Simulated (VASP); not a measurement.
# Fe2Ru (Fd-3m) in VASP: notebook

The runs below take Fe2Ru through single point, relaxation of cell and atoms, with PBE.

Program: VASP 6.6.1. These are calculated values, not measurements. Logs are shortened: lines on timing, memory, paths and dates and some standing lists are left out, and cuts for length are marked.

### 1 The cell of the first run

It takes space group Fd-3m (No. 227, cubic). Conventional cell: a = 6.545 Å, b = 6.545 Å, c = 6.545 Å, α = 90.00°, β = 90.00°, γ = 90.00°. Within 3.1 Å of Fe (site symmetry -3m) lie 6 Fe at 2.31 Å and 6 Ru at 2.71 Å. Ru (site symmetry -43m) has 12 Fe at 2.71 Å and 4 Ru at 2.83 Å within 3.6 Å.

### 2 Single point, PBE, collinear spin, ferromagnetic start

INCAR

```
SYSTEM = Fe2Ru
ALGO = Fast
EDIFF = 1E-7
ENCUT = 520
GGA = PE
ISIF = 2
ISMEAR = 0
ISPIN = 2
LASPH = .True.
LCHARG = .True.
LELF = .True.
LMAXMIX = 4
LORBIT = 11
LREAL = .False.
LVHAR = .True.
LWAVE = .False.
MAGMOM = 4 4 4 4 0 0
NBANDS = 43
NELM = 150
PREC = Accurate
SIGMA = 0.1
```

KPOINTS

```
k-points
0
Gamma
  6 6 6
  0 0 0
```

POSCAR

```
Fe2Ru
1.0
    0.0000000000      3.2723722623      3.2723722623
    3.2723722623      0.0000000000      3.2723722623
    3.2723722623      3.2723722623      0.0000000000
Fe Ru
4 2
Direct
    0.6250000000      0.6250000000      0.6250000000
    0.1250000000      0.6250000000      0.6250000000
    0.6250000000      0.6250000000      0.1250000000
    0.6250000000      0.1250000000      0.6250000000
    0.0000000000      0.0000000000      0.0000000000
    0.2500000000      0.2500000000      0.2500000000
```

Potentials or basis: VASP PAW PBE potentials, release 64 (Fe, Ru_pv).

The run is started by

```
cat potpaw_PBE.64/Fe/POTCAR potpaw_PBE.64/Ru_pv/POTCAR > POTCAR
mpirun -np 1 vasp_std > vasp.out
```

OUTCAR:

```text
SYSTEM = Fe2Ru
   EDIFF = 1E-7
   ENCUT = 520
   GGA = PE
   ISIF = 2
   ISMEAR = 0
   ISPIN = 2
   LASPH = .True.
   LORBIT = 11
   LREAL = .False.
   NELM = 150
   PREC = Accurate

 ion  position               nearest neighbor table
   1  0.625  0.625  0.625-   2 2.31   3 2.31   4 2.31   3 2.31   4 2.31   2 2.31   6 2.71   5 2.71
                             6 2.71   5 2.71   6 2.71   5 2.71
   2  0.125  0.625  0.625-   1 2.31   3 2.31   4 2.31   1 2.31   3 2.31   4 2.31   5 2.71   6 2.71
                             5 2.71   5 2.71   6 2.71   6 2.71
   3  0.625  0.625  0.125-   1 2.31   1 2.31   2 2.31   4 2.31   4 2.31   2 2.31   6 2.71   5 2.71
                             6 2.71   5 2.71   6 2.71   5 2.71
   4  0.625  0.125  0.625-   1 2.31   3 2.31   1 2.31   2 2.31   3 2.31   2 2.31   5 2.71   6 2.71
                             5 2.71   6 2.71   6 2.71   5 2.71
   5  0.000  0.000  0.000-   1 2.71   3 2.71   4 2.71   1 2.71   2 2.71   3 2.71   1 2.71   2 2.71
                             4 2.71   2 2.71   3 2.71   4 2.71   6 2.83   6 2.83   6 2.83   6 2.83
   6  0.250  0.250  0.250-   2 2.71   3 2.71   4 2.71   1 2.71   2 2.71   4 2.71   1 2.71   2 2.71
                             3 2.71   1 2.71   3 2.71   4 2.71   5 2.83   5 2.83   5 2.83   5 2.83

  LATTYP: Found a face centered cubic cell.
 ALAT       =     6.5447445246

  Lattice vectors:

 A1 = (   0.0000000000,   3.2723722623,   3.2723722623)
 A2 = (   3.2723722623,   0.0000000000,   3.2723722623)
 A3 = (   3.2723722623,   3.2723722623,   0.0000000000)

Analysis of symmetry for initial positions (statically):
=====================================================================
 Subroutine PRICEL returns:
 Original cell was already a primitive cell.

 Routine SETGRP: Setting up the symmetry group for a
 face centered cubic supercell.

 Subroutine GETGRP returns: Found 48 space group operations
 (whereof 24 operations were pure point group operations)
 out of a pool of 48 trial point group operations.

The static configuration has the point symmetry T_d .
 The point group associated with its full space group is O_h .

Analysis of symmetry for dynamics (positions and initial velocities):
=====================================================================
 Subroutine PRICEL returns:
 Original cell was already a primitive cell.

 Routine SETGRP: Setting up the symmetry group for a
 face centered cubic supercell.

 Subroutine GETGRP returns: Found 48 space group operations
 (whereof 24 operations were pure point group operations)
 out of a pool of 48 trial point group operations.

The dynamic configuration has the point symmetry T_d .
 The point group associated with its full space group is O_h .

Analysis of structural, dynamic, and magnetic symmetry:
=====================================================================
 Subroutine PRICEL returns:
 Original cell was already a primitive cell.

 Routine SETGRP: Setting up the symmetry group for a
 face centered cubic supercell.

 Subroutine GETGRP returns: Found 48 space group operations
 (whereof 24 operations were pure point group operations)
 out of a pool of 48 trial point group operations.

The overall configuration has the point symmetry T_d .
 The point group associated with its full space group is O_h .

 Subroutine INISYM returns: Found 48 space group operations
 (whereof 24 operations are pure point group operations),
 and found     1 'primitive' translations

----------------------------------------------------------------------------------------

                                     Primitive cell

  volume of cell :      70.0839

  direct lattice vectors                    reciprocal lattice vectors
     0.000000000  3.272372262  3.272372262    -0.152794352  0.152794352  0.152794352
     3.272372262  0.000000000  3.272372262     0.152794352 -0.152794352  0.152794352
     3.272372262  3.272372262  0.000000000     0.152794352  0.152794352 -0.152794352

  length of vectors
     4.627833234  4.627833234  4.627833234     0.264647581  0.264647581  0.264647581

  position of ions in fractional coordinates (direct lattice)
     0.625000000  0.625000000  0.625000000
     0.125000000  0.625000000  0.625000000
     0.625000000  0.625000000  0.125000000
     0.625000000  0.125000000  0.625000000
     0.000000000  0.000000000  0.000000000
     0.250000000  0.250000000  0.250000000

[... 55 lines left out ...]
   total plane-waves  NPLWV =  46656
   dimension x,y,z NGX =    36 NGY =   36 NGZ =   36
   dimension x,y,z NGXF=    72 NGYF=   72 NGZF=   72
   ions per type =               4   2
   NGX,Y,Z   is equivalent  to a cutoff of  12.93, 12.93, 12.93 a.u.
   NGXF,Y,Z  is equivalent  to a cutoff of  25.86, 25.86, 25.86 a.u.
 SYSTEM =  Fe2Ru
   PREC   = accura    normal or accurate (medium, high low for compatibility)
   ISTART =      0    job   : 0-new  1-cont  2-samecut
   ICHARG =      2    charge: 1-file 2-atom 10-const
   ISPIN  =      2    spin polarized calculation?
   LNONCOLLINEAR =      F non collinear calculations
   LSORBIT =      F    spin-orbit coupling
   LASPH  =      T    aspherical Exc in radial PAW
   ENCUT  =  520.0 eV  38.22 Ry    6.18 a.u.   8.60  8.60  8.60*2*pi/ulx,y,z
   NELM   =    150;   NELMIN=  2; NELMDL= -5     # of ELM steps
   EDIFF  = 0.1E-06   stopping-criterion for ELM
   LREAL  =      F    real-space projection
   EDIFFG = 0.1E-05   stopping-criterion for IOM
   NSW    =      0    number of steps for IOM
   IBRION =     -1    ionic relax: 0-MD 1-quasi-New 2-CG
   NFREE  =      0    steps in history (QN), initial steepest desc. (CG)
   ISIF   =      2    stress and relaxation
   ISYM   =      2    0-nonsym 1-usesym 2-fastsym
   POTIM  = 0.5000    time-step for ionic-motion
   TEBEG  =    0.0;   TEEND  =   0.0 temperature during run
   PSTRESS=    0.0 pullay stress
   NELECT =      60.0000    total number of electrons
   NUPDOWN=      -1.0000    fix difference up-down
   EMIN   =  10.00;   EMAX   =-10.00  energy-range for DOS
   EFERMI =   0.00;   METHOD = LEGACY
   ISMEAR =     0;   SIGMA  =   0.10  broadening in eV -4-tet -1-fermi 0-gaus
   EFERMI_NEDOS =   21; number of points for ismear=-14 and -15
   IALGO  =     68    algorithm
   IMIX   =      4    mixing-type and parameters
     AMIX     =   0.40;   BMIX     =  1.00
     AMIX_MAG =   1.60;   BMIX_MAG =  1.00
  volume/ion in A,a.u.               =      11.68        78.82
  Fermi-wavevector in a.u.,A,eV,Ry     =   1.554483  2.937546 32.877340  2.416416
  Thomas-Fermi vector in A             =   2.658562
   LORBIT       =     11    0 simple, 1 ext, 2 COOP (PROOUT), +10 PAW based schemes
   GGA     = PE    functional components
   LHFCALC =     F    Hartree Fock is set to
   AEXX    =    0.0000 exact exchange contribution
   IVDW    =     0    specifies the selected vdW correction
   LEPSILON=     F    determine dielectric tensor
   LRPA    =     F    only Hartree local field effects (RPA)
 spin polarized calculation
 RMM-DIIS sequential band-by-band and
 Gauss-broadening in eV      SIGMA  =   0.10
  energy-cutoff  :      520.00
  volume of cell :       70.08
 maximum number of plane-waves:      1917
 NGX is ok and might be reduce to    36
   NGX = 17   NGY = 17   NGZ = 17

 number of electron      60.0000000 magnetization      16.0000000

 number of electron      60.0000031 magnetization       5.9730342

 Free energy of the ion-electron system (eV)
  ---------------------------------------------------
  ext. energy  EPLUGINS =         0.00000000
  ---------------------------------------------------
  free energy    TOTEN  =       -50.72321644 eV

  energy without entropy =      -50.69650768  energy(sigma->0) =      -50.70986206

 E-fermi :   9.0793     XC(G=0): -13.7124

 val. band max:        9.0395224188   @ k =  -0.3333   0.3333   0.1667
 cond. band min:       9.0805398584   @ k =   0.5000   0.3333   0.0000
 fundamental gap:      0.0410174396
 Fermi energy:         9.0793195986

 spin component 1

 k-point     1 :       0.0000    0.0000    0.0000
  band No.  band energies     occupation
      1     -33.8669      1.00000
      2     -33.8669      1.00000
      3     -33.8669      1.00000
      4     -33.6943      1.00000
      5     -33.6943      1.00000
      6     -33.6943      1.00000
[... 709 lines left out ...]
     41      14.8866      0.00000
     42      14.8866      0.00000
 Fermi energy:         9.0793195986

 spin component 2

 k-point     1 :       0.0000    0.0000    0.0000
  band No.  band energies     occupation
      1     -34.0515      1.00000
      2     -34.0515      1.00000
      3     -34.0515      1.00000
      4     -33.8808      1.00000
      5     -33.8808      1.00000
      6     -33.8808      1.00000
[... 709 lines left out ...]
     41      15.4298      0.00000
     42      15.4298      0.00000
 [bands above 42 left out]

------------------------ aborting loop because EDIFF is reached ----------------------------------------

  FORCE on cell =-STRESS in cart. coord.  units (eV):
  Direction    XX          YY          ZZ          XY          YZ          ZX
  --------------------------------------------------------------------------------------
  -------------------------------------------------------------------------------------
  Total        1.9834657      1.9834657      1.9834657      0.0000000      0.0000000      0.0000000
  in kB       45.3437231     45.3437231     45.3437231      0.0000000      0.0000000      0.0000000
  external PRESSURE =      45.3437231 kB  Pullay stress =       0.0000000 kB

 VOLUME and BASIS-vectors are now :
 -----------------------------------------------------------------------------
  energy-cutoff  :      520.00
  volume of cell :       70.08
      direct lattice vectors                 reciprocal lattice vectors
     0.000000000  3.272372262  3.272372262    -0.152794352  0.152794352  0.152794352
     3.272372262  0.000000000  3.272372262     0.152794352 -0.152794352  0.152794352
     3.272372262  3.272372262  0.000000000     0.152794352  0.152794352 -0.152794352

 POSITION                                       TOTAL-FORCE (eV/Angst)
 -----------------------------------------------------------------------------------
      4.09047      4.09047      4.09047         0.000000     -0.000000     -0.000000
      4.09047      2.45428      2.45428         0.000000     -0.000000     -0.000000
      2.45428      2.45428      4.09047         0.000000     -0.000000     -0.000000
      2.45428      4.09047      2.45428         0.000000     -0.000000     -0.000000
      0.00000      0.00000      0.00000        -0.000000     -0.000000     -0.000000
      1.63619      1.63619      1.63619         0.000000      0.000000      0.000000
 -----------------------------------------------------------------------------------
    total drift:                                0.000000     -0.000000      0.000000

  FREE ENERGIE OF THE ION-ELECTRON SYSTEM (eV)
  ---------------------------------------------------
  free  energy   TOTEN  =       -50.7232164370 eV

  energy  without entropy=      -50.6965076814  energy(sigma->0) =      -50.70986206

 total charge

# of ion       s       p       d       tot
------------------------------------------
    1        0.543   0.638   6.341   7.522
    2        0.543   0.638   6.341   7.522
    3        0.543   0.638   6.341   7.522
    4        0.543   0.638   6.341   7.522
    5        0.362   6.271   5.879  12.512
    6        0.362   6.271   5.879  12.512
--------------------------------------------------
tot          2.896  15.095  37.121  55.112

 magnetization (x)

# of ion       s       p       d       tot
------------------------------------------
    1       -0.001  -0.009   1.630   1.620
    2       -0.001  -0.009   1.630   1.620
    3       -0.001  -0.009   1.630   1.620
    4       -0.001  -0.009   1.630   1.620
    5       -0.014  -0.024  -0.243  -0.281
    6       -0.014  -0.024  -0.243  -0.281
--------------------------------------------------
tot         -0.032  -0.085   6.034   5.917
```

Run time: 5.2 min. Hardware: 1 thread of Oxide Virtual Turin-like, shared host; peak memory 0.25 GiB.

Results:

```
Free energy                                           : -50.7232 eV
Pressure                                              : 4.5 GPa
Band gap on the k mesh                                : zero (filled and empty bands overlap)
Net moment                                            : 5.97 μB per cell
Site moments                                          : Fe +1.62; Ru -0.28 μB
Valence electrons inside the program's atomic spheres : Fe 7.52; Ru 12.51
```

Caveat: the cell stands under pressure.

### 3 Relaxation of cell and atoms, PBE, collinear spin, ferrimagnetic start

INCAR

```
PREC = Accurate
ENCUT = 600
EDIFF = 1E-6
ISMEAR = 0
SIGMA = 0.1
LREAL = F
LASPH = T
NELM = 150
ALGO = Normal
ISIF = 3
LWAVE = F
LCHARG = F
ISPIN = 2
MAGMOM = 1.78 1.78 1.78 1.78 -0.27 -0.27
LORBIT = 11
LMAXMIX = 4
GGA = PE
IBRION = 2
NSW = 90
EDIFFG = -0.04
```

KPOINTS

```
Automatic mesh
0
Gamma
  4 4 4
```

POSCAR is that of step 2.

Potentials or basis: VASP PAW PBE potentials, release 64 (Fe, Ru_pv).

The run is started by

```
cat potpaw_PBE.64/Fe/POTCAR potpaw_PBE.64/Ru_pv/POTCAR > POTCAR
mpirun -np 1 vasp_std > vasp.out
```

Run time: 5.4 min. Hardware: 1 thread of Oxide Virtual Turin-like, shared host; peak memory 0.27 GiB.

The run converged. Its results:

| Item | Value |
| --- | --- |
| Free energy | -50.7025 eV |
| Relaxed volume | 11.87 Å³/atom |
| Relaxed cell | a = 4.653 Å, b = 4.653 Å, c = 4.653 Å, α = 60.00°, β = 60.00°, γ = 60.00° |
| Space group after relaxing (to 0.1 Å) | Fd-3m (No. 227) |
| Energy gained by relaxing | 2.2 meV/atom |
| Ionic steps | 3 |
| Pressure after relaxing | 0.0 GPa |
| Net moment | 5.72 μB per cell |
| Site moments | Fe +1.59; Ru -0.34 μB |
| Valence electrons inside the program's atomic spheres | Fe 7.48; Ru 12.49 |

The path:
```tsv
step	energy change (eV)	largest force (eV/Å)	pressure (GPa)	volume (Å³)
1	0.0000	0.0000	3.88	70.08
2	0.0167	0.0000	-5.19	72.99
3	-0.0133	0.0000	-0.02	71.21
```

Final structure:
```xyz
6
Lattice="0.0000 3.2898 3.2898 3.2898 0.0000 3.2898 3.2898 3.2898 0.0000" Properties=species:S:1:pos:R:3 pbc="T T T"
Fe    4.1123    4.1123    4.1123
Fe    4.1123    2.4674    2.4674
Fe    2.4674    2.4674    4.1123
Fe    2.4674    4.1123    2.4674
Ru    0.0000    0.0000    0.0000
Ru    1.6449    1.6449    1.6449
```

Levels at points of the mesh, in eV from the Fermi level:
Spin up:
```tsv
k point	band 28	band 29	band 30	band 31	band 32	band 33	band 34	band 35	band 36	band 37
(0.00, 0.00, 0.00)	-1.29	-1.29	-0.31	-0.31	-0.31	0.66	0.66	0.71	0.71	0.71
(0.50, 0.00, 0.00)	-1.33	-1.33	-0.93	-0.93	-0.61	-0.45	0.32	0.32	0.70	0.70
(0.50, 0.50, 0.00)	-1.14	-1.10	-1.10	-0.63	-0.63	0.00	0.00	0.42	0.42	0.45
```
Spin down:
| k point | band 24 | band 25 | band 26 | band 27 | band 28 | band 29 | band 30 | band 31 |
| --- | --- | --- | --- | --- | --- | --- | --- | --- |
| (0.00, 0.00, 0.00) | -1.13 | -0.79 | -0.79 | 0.71 | 0.71 | 0.71 | 1.23 | 1.23 |
| (0.50, 0.00, 0.00) | -1.24 | -0.58 | -0.54 | -0.54 | 0.09 | 0.09 | 0.45 | 0.63 |
| (0.50, 0.50, 0.00) | -1.13 | -0.75 | -0.75 | 0.11 | 0.11 | 0.47 | 0.47 | 0.83 |

Caveat: the k points lie up to 0.41 Å⁻¹ apart in the final cell.

The gap in the log of VASP goes by the Fermi energy; the results here count the filled bands.